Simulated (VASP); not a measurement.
BN: single point with PBE+D3(BJ)

The system is BN.

```
CELL_PARAMETERS angstrom
2.50822 0.00000 0.00000
-1.25411 2.17218 0.00000
0.00000 0.00000 6.80281
ATOMIC_POSITIONS crystal
B 0.33333 0.66667 0.25000
B 0.66667 0.33333 0.75000
N 0.33333 0.66667 0.75000
N 0.66667 0.33333 0.25000
```

This cell differs from its parent crystal: volume scaled by 1.03, then relaxed in part.

```json
{"Program": "VASP 6.6.1", "Task": "single point", "Functional": "PBE", "Dispersion": "D3(BJ)", "Potentials or basis": "VASP PAW PBE potentials, release 64 (B, N)", "Cutoff": "520 eV", "k mesh": "12 × 12 × 4", "Occupations": "gaussian, width 0.02 eV", "Spin": "no spin polarisation", "Dipole correction": "no", "Further INCAR settings": "ALGO = Normal; EDIFF = 1e-07; NBANDS = 16"}
```

The pressure is -0.6 GPa, the band gap on the k mesh is 4.30 eV, indirect (least direct gap 4.64 eV) and the dispersion energy per atom is -0.137 eV.

Stress tensor (GPa, compression positive):
```
-0.52  0.00  0.00
 0.00 -0.52  0.00
 0.00  0.00 -0.83
```

Levels at points of the mesh, in eV from the valence-band top:
```csv
k point,band 4,band 5,band 6,band 7,band 8,band 9,band 10,band 11,band 12,band 13
"(0.00, 0.00, 0.00)",-4.20,-1.34,-1.34,-1.31,-1.31,5.12,10.02,11.52,11.52,11.62
"(0.50, 0.00, 0.00)",-8.82,-4.13,-4.08,-1.37,-0.48,4.30,5.53,9.47,9.92,12.60
"(0.00, 0.00, 0.50)",-5.24,-1.32,-1.32,-1.32,-1.32,7.35,7.35,11.57,11.57,11.57
"(0.50, 0.00, 0.50)",-8.86,-4.11,-4.11,-0.91,-0.91,4.74,4.74,9.85,9.85,13.44
```

Run time: 21 s on 1 thread of Intel(R) Xeon(R) Platinum 8559C (Emerald Rapids), with other jobs on the host, peak memory 0.17 GiB.

 A k mesh can miss the band edges.
